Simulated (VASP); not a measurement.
# P (Fm-3m) in VASP: single point with LDA

Aim: the single point of P with LDA.

Program: VASP 6.6.1. These are calculated values, not measurements. Logs are shortened: lines on timing, memory, paths and dates and some standing lists are left out, and cuts for length are marked.

**1. The cell of the first run**

It takes space group Fm-3m (No. 225, cubic). The conventional cell has a = 5.451 Å, b = 5.451 Å, c = 5.451 Å, α = 90.00°, β = 90.00°, γ = 90.00°. P (site symmetry m-3m) has 12 P at 3.85 Å within 5.1 Å.

**2. Single point, LDA**

The input, INCAR:

```
PREC     = Accurate       # precision mode
ENCUT    = 500            # plane-wave cutoff, eV
EDIFF    = 1E-6           # SCF threshold, eV
ISMEAR   = 1              # smearing method
SIGMA    = 0.1            # smearing width, eV
LREAL    = False          # projectors in reciprocal space
LASPH    = True           # aspherical terms in the spheres
NELM     = 120            # most SCF steps
ALGO     = Normal         # electronic algorithm
ISIF     = 2              # what is computed and relaxed
LWAVE    = False          # write WAVECAR
LCHARG   = False          # write CHGCAR
GGA      = CA             # functional
NBANDS   = 8              # bands
GGA_COMPAT= False
```

The input, KPOINTS:

```
Automatic mesh
0
Gamma
  5 5 5
```

The input, POSCAR:

```
P
1.0
    0.0000000000      2.7255000000      2.7255000000
    2.7255000000      0.0000000000      2.7255000000
    2.7255000000      2.7255000000      0.0000000000
P
1
Direct
    0.2500000000      0.2500000000      0.2500000000
```

Potentials or basis: VASP PAW LDA potentials, release 64 (P).

Command:

```sh
cat potpaw_LDA.64/P/POTCAR > POTCAR
mpirun -np 1 vasp_std > vasp.out
```

OUTCAR:

```text
PREC = Accurate
   ENCUT = 500
   EDIFF = 1E-6
   ISMEAR = 1
   LREAL = False
   LASPH = True
   NELM = 120
   ISIF = 2
   GGA = CA

 ion  position               nearest neighbor table
   1  0.250  0.250  0.250-

  LATTYP: Found a face centered cubic cell.
 ALAT       =     5.4510000000

  Lattice vectors:

 A1 = (   0.0000000000,   2.7255000000,   2.7255000000)
 A2 = (   2.7255000000,   0.0000000000,   2.7255000000)
 A3 = (   2.7255000000,   2.7255000000,   0.0000000000)

Analysis of symmetry for initial positions (statically):
=====================================================================
 Subroutine PRICEL returns:
 Original cell was already a primitive cell.

 Routine SETGRP: Setting up the symmetry group for a
 face centered cubic supercell.

 Subroutine GETGRP returns: Found 48 space group operations
 (whereof 24 operations were pure point group operations)
 out of a pool of 48 trial point group operations.

The static configuration has the point symmetry T_d .
 The point group associated with its full space group is O_h .

Analysis of symmetry for dynamics (positions and initial velocities):
=====================================================================
 Subroutine PRICEL returns:
 Original cell was already a primitive cell.

 Routine SETGRP: Setting up the symmetry group for a
 face centered cubic supercell.

 Subroutine GETGRP returns: Found 48 space group operations
 (whereof 24 operations were pure point group operations)
 out of a pool of 48 trial point group operations.

The dynamic configuration has the point symmetry T_d .
 The point group associated with its full space group is O_h .

 Subroutine INISYM returns: Found 48 space group operations
 (whereof 24 operations are pure point group operations),
 and found     1 'primitive' translations

----------------------------------------------------------------------------------------

                                     Primitive cell

  volume of cell :      40.4919

  direct lattice vectors                    reciprocal lattice vectors
     0.000000000  2.725500000  2.725500000    -0.183452578  0.183452578  0.183452578
     2.725500000  0.000000000  2.725500000     0.183452578 -0.183452578  0.183452578
     2.725500000  2.725500000  0.000000000     0.183452578  0.183452578 -0.183452578

  length of vectors
     3.854439064  3.854439064  3.854439064     0.317749185  0.317749185  0.317749185

  position of ions in fractional coordinates (direct lattice)
     0.250000000  0.250000000  0.250000000

  ion indices of the primitive-cell ions
   primitive index   ion index
                 1           1

----------------------------------------------------------------------------------------

 KPOINTS: Automatic mesh

Automatic generation of k-mesh.
 Grid dimensions read from file:
 generate k-points for:    5    5    5

 Generating k-lattice:

  Cartesian coordinates                     Fractional coordinates (reciprocal lattice)
    -0.036690516  0.036690516  0.036690516     0.200000000  0.000000000  0.000000000
     0.036690516 -0.036690516  0.036690516     0.000000000  0.200000000  0.000000000
     0.036690516  0.036690516 -0.036690516     0.000000000  0.000000000  0.200000000

  Length of vectors
     0.063549837  0.063549837  0.063549837

  Shift w.r.t. Gamma in fractional coordinates (k-lattice)
     0.000000000  0.000000000  0.000000000

 Subroutine IBZKPT returns following result:
 ===========================================

 Found     10 irreducible k-points:

 Following reciprocal coordinates:
            Coordinates               Weight
  0.000000  0.000000  0.000000      1.000000
  0.200000  0.000000  0.000000      8.000000
  0.400000  0.000000  0.000000      8.000000
  0.200000  0.200000  0.000000      6.000000
  0.400000  0.200000  0.000000     24.000000
 -0.400000  0.200000  0.000000     24.000000
 -0.200000  0.200000  0.000000     12.000000
  0.400000  0.400000  0.000000      6.000000
 -0.400000  0.400000  0.000000     12.000000
 -0.400000  0.400000  0.200000     24.000000
   k-points           NKPTS =     10   k-points in BZ     NKDIM =     10   number of bands    NBANDS=      8
   number of dos      NEDOS =    301   number of ions     NIONS =      1
   total plane-waves  NPLWV =  21952
   dimension x,y,z NGX =    28 NGY =   28 NGZ =   28
   dimension x,y,z NGXF=    56 NGYF=   56 NGZF=   56
   ions per type =               1
   NGX,Y,Z   is equivalent  to a cutoff of  12.08, 12.08, 12.08 a.u.
   NGXF,Y,Z  is equivalent  to a cutoff of  24.15, 24.15, 24.15 a.u.
 SYSTEM =  unknown system
   PREC   = accura    normal or accurate (medium, high low for compatibility)
   ISTART =      0    job   : 0-new  1-cont  2-samecut
   ICHARG =      2    charge: 1-file 2-atom 10-const
   ISPIN  =      1    spin polarized calculation?
   LNONCOLLINEAR =      F non collinear calculations
   LSORBIT =      F    spin-orbit coupling
   LASPH  =      T    aspherical Exc in radial PAW
   ENCUT  =  500.0 eV  36.75 Ry    6.06 a.u.   7.03  7.03  7.03*2*pi/ulx,y,z
   NELM   =    120;   NELMIN=  2; NELMDL= -5     # of ELM steps
   EDIFF  = 0.1E-05   stopping-criterion for ELM
   LREAL  =      F    real-space projection
   EDIFFG = 0.1E-04   stopping-criterion for IOM
   NSW    =      0    number of steps for IOM
   IBRION =     -1    ionic relax: 0-MD 1-quasi-New 2-CG
   NFREE  =      0    steps in history (QN), initial steepest desc. (CG)
   ISIF   =      2    stress and relaxation
   ISYM   =      2    0-nonsym 1-usesym 2-fastsym
   POTIM  = 0.5000    time-step for ionic-motion
   TEBEG  =    0.0;   TEEND  =   0.0 temperature during run
   PSTRESS=    0.0 pullay stress
   NELECT =       5.0000    total number of electrons
   NUPDOWN=      -1.0000    fix difference up-down
   EMIN   =  10.00;   EMAX   =-10.00  energy-range for DOS
   EFERMI =   0.00;   METHOD = LEGACY
   ISMEAR =     1;   SIGMA  =   0.10  broadening in eV -4-tet -1-fermi 0-gaus
   EFERMI_NEDOS =   21; number of points for ismear=-14 and -15
   IALGO  =     38    algorithm
   IMIX   =      4    mixing-type and parameters
     AMIX     =   0.40;   BMIX     =  1.00
     AMIX_MAG =   1.60;   BMIX_MAG =  1.00
  volume/ion in A,a.u.               =      40.49       273.25
  Fermi-wavevector in a.u.,A,eV,Ry     =   0.815221  1.540544  9.042230  0.664585
  Thomas-Fermi vector in A             =   1.925270
   LORBIT       =      0    0 simple, 1 ext, 2 COOP (PROOUT), +10 PAW based schemes
   GGA     = CA    functional components
   LHFCALC =     F    Hartree Fock is set to
   AEXX    =    0.0000 exact exchange contribution
   IVDW    =     0    specifies the selected vdW correction
   LEPSILON=     F    determine dielectric tensor
   LRPA    =     F    only Hartree local field effects (RPA)
 non-spin polarized calculation
 Methfessel and Paxton  Order N= 1 SIGMA  =   0.10
  energy-cutoff  :      500.00
  volume of cell :       40.49
 maximum number of plane-waves:      1032
   NGX = 13   NGY = 13   NGZ = 13

 number of electron       5.0000000 magnetization

 Free energy of the ion-electron system (eV)
  ---------------------------------------------------
  ext. energy  EPLUGINS =         0.00000000
  ---------------------------------------------------
  free energy    TOTEN  =        -2.58173612 eV

  energy without entropy =       -2.58191980  energy(sigma->0) =       -2.58179735

 E-fermi :  -0.1526     XC(G=0):  -7.6129

 val. band max:       -0.2709611327   @ k =   0.2000   0.2000   0.0000
 cond. band min:      -0.1059497119   @ k =  -0.4000   0.4000   0.2000
 fundamental gap:      0.1650114207
 Fermi energy:        -0.1526283861

 k-point     1 :       0.0000    0.0000    0.0000
  band No.  band energies     occupation
      1     -10.0676      2.00000
      2       1.1597     -0.00000
      3       1.1597     -0.00000
      4       1.1597     -0.00000
      5       5.9440      0.00000
      6       9.3822      0.00000
      7       9.3822      0.00000
      8       9.3822      0.00000

 k-point     2 :       0.2000    0.0000    0.0000
  band No.  band energies     occupation
      1      -9.7649      2.00000
      2      -0.3889      2.00419
      3       1.0014     -0.00000
      4       1.0014     -0.00000
      5       6.8982      0.00000
      6       8.9812      0.00000
      7       9.7102      0.00000
      8       9.7102      0.00000

 k-point     3 :       0.4000    0.0000    0.0000
  band No.  band energies     occupation
      1      -9.1592      2.00000
      2      -2.2863      2.00000
      3       0.7777     -0.00000
      4       0.7777     -0.00000
      5       6.4858      0.00000
      6       9.1015      0.00000
      7       9.1015      0.00000
      8      10.6799      0.00000

 k-point     4 :       0.2000    0.2000    0.0000
  band No.  band energies     occupation
      1      -9.6641      2.00000
      2      -0.2710      2.07036
      3       0.6425     -0.00000
      4       0.6425     -0.00000
      5       7.2953      0.00000
      6       7.6891      0.00000
      7       9.9450      0.00000
      8      10.6079      0.00000

 k-point     5 :       0.4000    0.2000    0.0000
  band No.  band energies     occupation
      1      -9.1440      2.00000
      2      -1.6731      2.00000
      3       0.0952     -0.00255
      4       0.3775     -0.00000
      5       6.8738      0.00000
      6       7.9661      0.00000
      7       9.5767      0.00000
      8      10.6055      0.00000

 k-point     6 :      -0.4000    0.2000    0.0000
  band No.  band energies     occupation
      1      -8.8974      2.00000
      2      -2.1959      2.00000
      3      -0.4426      2.00032
      4       0.5242     -0.00000
      5       7.1041      0.00000
      6       8.2348      0.00000
      7       9.9770      0.00000
      8      10.4228      0.00000

 k-point     7 :      -0.2000    0.2000    0.0000
  band No.  band energies     occupation
      1      -9.3471      2.00000
      2      -1.2692      2.00000
      3      -0.0771      0.04445
      4       0.9114     -0.00000
      5       8.1270      0.00000
      6       8.5025      0.00000
      7       8.7902      0.00000
      8      10.1520      0.00000

 k-point     8 :       0.4000    0.4000    0.0000
  band No.  band energies     occupation
      1      -8.8554      2.00000
      2      -1.9455      2.00000
      3      -0.0324     -0.07076
      4      -0.0324     -0.07076
      5       5.5613      0.00000
      6       6.2836      0.00000
      7      12.4279      0.00000
      8      13.4520      0.00000

 k-point     9 :      -0.4000    0.4000    0.0000
  band No.  band energies     occupation
      1      -8.6895      2.00000
      2      -1.9379      2.00000
      3      -0.9609      2.00000
      4       0.0426     -0.01862
      5       5.8335      0.00000
      6       7.3823      0.00000
      7      11.4111      0.00000
      8      12.2796      0.00000

 k-point    10 :      -0.4000    0.4000    0.2000
  band No.  band energies     occupation
      1      -8.7756      2.00000
      2      -1.7446      2.00000
      3      -0.9387      2.00000
      4      -0.1059      0.29737
      5       7.0258      0.00000
      6       8.2168      0.00000
      7       9.2325      0.00000
      8      11.4174      0.00000

------------------------ aborting loop because EDIFF is reached ----------------------------------------

  FORCE on cell =-STRESS in cart. coord.  units (eV):
  Direction    XX          YY          ZZ          XY          YZ          ZX
  --------------------------------------------------------------------------------------
  -------------------------------------------------------------------------------------
  Total       -3.0702400     -3.0702400     -3.0702400     -0.0000000     -0.0000000     -0.0000000
  in kB     -121.4826764   -121.4826764   -121.4826764     -0.0000000     -0.0000000     -0.0000000
  external PRESSURE =    -121.4826764 kB  Pullay stress =       0.0000000 kB

 VOLUME and BASIS-vectors are now :
 -----------------------------------------------------------------------------
  energy-cutoff  :      500.00
  volume of cell :       40.49
      direct lattice vectors                 reciprocal lattice vectors
     0.000000000  2.725500000  2.725500000    -0.183452578  0.183452578  0.183452578
     2.725500000  0.000000000  2.725500000     0.183452578 -0.183452578  0.183452578
     2.725500000  2.725500000  0.000000000     0.183452578  0.183452578 -0.183452578

 POSITION                                       TOTAL-FORCE (eV/Angst)
 -----------------------------------------------------------------------------------
      1.36275      1.36275      1.36275        -0.000000      0.000000     -0.000000
 -----------------------------------------------------------------------------------
    total drift:                                0.000000      0.000000      0.000000

  FREE ENERGIE OF THE ION-ELECTRON SYSTEM (eV)
  ---------------------------------------------------
  free  energy   TOTEN  =        -2.5817361237 eV

  energy  without entropy=       -2.5819197993  energy(sigma->0) =       -2.58179735
```

Wall time 1.4 s (1 thread of Intel Xeon 6975P-C (Granite Rapids), shared host); peak memory 0.13 GiB.

What came out:

```yaml
Free_energy: -2.5817 eV
Pressure: -12.1 GPa
```

Caveat: the k points lie up to 0.40 Å⁻¹ apart.
